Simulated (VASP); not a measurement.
Wanted: the native input for a VASP 6.6.1 run.

```
Task                   : single point
Functional             : PBE
Potentials or basis    : VASP PAW PBE potentials, release 64 (Lu)
Cutoff                 : 520 eV
k mesh                 : 11 × 11 × 1
Occupations            : fermi-dirac, width 0.08 eV
Spin                   : no spin polarisation
Dipole correction      : yes
Further INCAR settings : ALGO = Normal; EDIFF = 1e-06; NBANDS = 18
```

The structure of Lu lies in POSCAR:

```
Lu
1.0
    3.5064735685      0.0000000000      0.0000000000
   -1.7532367843      3.0366951880      0.0000000000
    0.0000000000      0.0000000000     16.0000000000
Lu
1
Direct
    0.0000000000      0.0000000000      0.5000000000
```

One way to write it, as run:

INCAR

```
SYSTEM = Lu
PREC     = Accurate       ! precision mode
ENCUT    = 520            ! plane-wave cutoff, eV
EDIFF    = 1E-6           ! SCF threshold, eV
ISMEAR   = -1             ! smearing method
SIGMA    = 0.08           ! smearing width, eV
LREAL    = .FALSE.        ! projectors in reciprocal space
LASPH    = .TRUE.         ! aspherical terms in the spheres
NELM     = 100            ! most SCF steps
ALGO     = Normal         ! electronic algorithm
ISIF     = 2              ! what is computed and relaxed
LWAVE    = .FALSE.        ! write WAVECAR
LCHARG   = .FALSE.        ! write CHGCAR
LDIPOL   = .TRUE.       
IDIPOL   = 3            
DIPOL    = 0.5 0.5 0.500
GGA      = PE             ! functional
NBANDS   = 18             ! bands
```

KPOINTS

```
Automatic mesh
0
G
  11 11 1
  0 0 0
```

Potentials or basis: VASP PAW PBE potentials, release 64 (Lu).

Command:

```console
$ cat potpaw_PBE.64/Lu/POTCAR > POTCAR
$ mpirun -np 1 vasp_std > vasp.out
```

Wall time 2.4 min on 1 thread of Intel Xeon 8259CL (shared host), peak memory 0.31 GiB.
